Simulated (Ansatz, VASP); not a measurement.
# One calculation of Pd, two programs

```
CELL_PARAMETERS angstrom
2.90346 0.00000 0.00000
-1.45173 2.51447 0.00000
0.00000 0.00000 4.83458
ATOMIC_POSITIONS crystal
Pd 0.33333 0.66667 0.25000
Pd 0.66667 0.33333 0.75000
```

Alike in both runs: task single point; functional revPBE; k mesh 21 × 21 × 11; occupations fermi-dirac, width 0.1 eV; no spin polarisation.

```csv
,VASP,Ansatz
version,VASP 6.6.1,Ansatz 0.2.0
potentials or method,"VASP PAW PBE potentials, release 64 (Pd), cutoff 520 eV","plane waves (420 eV) with PAW, scalar-relativistic"
valence electrons in the cell,20,36
```

```tsv
	VASP	Ansatz	Ansatz less VASP
pressure (GPa)	-12.5	-12.3	+0.12
traceless stress, the component that is largest in VASP (GPa)	-0.07	-0.04	+0.030
```

VASP's potentials were made for PBE, not for revPBE. VASP's potentials hold 20 valence electrons a cell and Ansatz's 36, so a difference there can come from the potentials and not from the codes.
